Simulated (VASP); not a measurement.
The system is MgB2.

```
Mg B
1.0
     3.08500    0.00000    0.00000
    -1.54250    2.67169    0.00000
     0.00000    0.00000    3.52300
Mg B
1 2
Direct
  0.00000 0.00000 0.00000
  0.66667 0.33333 0.50000
  0.33333 0.66667 0.50000
```

Base run:

* Program: VASP 6.6.1
* Functional: r2SCAN
* Potentials or basis: VASP PAW PBE potentials, release 64 (Mg, B)
* Cutoff: 520 eV
* k mesh: 10 × 10 × 8
* Occupations: fermi-dirac, width 0.05 eV
* Spin: no spin polarisation

Its results: band gap on the k mesh zero (band 4 reaches 6.46 eV, above the bottom of band 5 at 3.91 eV); pressure -2.5 GPa.

Question: After a change of settings the same cell gave: band gap on the k mesh zero (band 4 reaches 6.33 eV, above the bottom of band 5 at 3.86 eV); pressure -3.0 GPa. Which change was it?
A. functional from r2SCAN to PBE
B. functional from r2SCAN to PBEsol
C. functional from r2SCAN to PBE; occupations from fermi-dirac, width 0.05 eV to gaussian, width 0.028 eV
D. functional from r2SCAN to PBEsol-based screened hybrid; k mesh from 10 × 10 × 8 to 5 × 5 × 4

Answer: B.

Caveats: the PAW data sets were made with another functional, which shifts forces and pressure a little.

The runs don't all hold the same shells in valence.
